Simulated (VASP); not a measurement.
Input of a VASP 6.6.1 run:

INCAR

```
  ALGO = Normal
  EDIFF = 1E-7
  ENCUT = 520
  GGA = PE
  ISIF = 2
  ISMEAR = -1
  LASPH = True
  LCHARG = True
  LELF = True
  LREAL = False
  LVHAR = True
  LWAVE = False
  NBANDS = 22
  NELM = 100
  PREC = Accurate
  SIGMA = 0.05
```

File KPOINTS:

```
k-points
0
Gamma
  9 9 9
```

File POSCAR:

```
NaI
1.0
   -2.2436551774      2.2436551774      8.4738342532
    2.2436551774     -2.2436551774      8.4738342532
    2.2436551774      2.2436551774     -8.4738342532
I Na
2 2
Direct
    0.0000000000      0.0000000000      0.0000000000
    0.7500000000      0.2500000000      0.5000000000
    0.5000000000      0.5000000000      0.0000000000
    0.2500000000      0.7500000000      0.5000000000
```

Potentials or basis: VASP PAW PBE potentials, release 64 (I, Na_pv).

Run with:

```bash
$ cat potpaw_PBE.64/I/POTCAR potpaw_PBE.64/Na_pv/POTCAR > POTCAR
$ mpirun -np 1 vasp_std > vasp.out
```

Task: Estimate the band gap on the k mesh.

Result: 3.02 eV (least direct gap 3.06 eV).

Task: What does it give for the pressure?

Result: -0.4 GPa.

Stress tensor (GPa, compression positive):
```
-0.56  0.00  0.00
 0.00 -0.56  0.00
 0.00  0.00  0.08
```

Caveat: spin-orbit coupling is left out, which moves the levels of the heavy elements; an odd mesh through Γ misses points on the zone boundary, where band edges can lie.
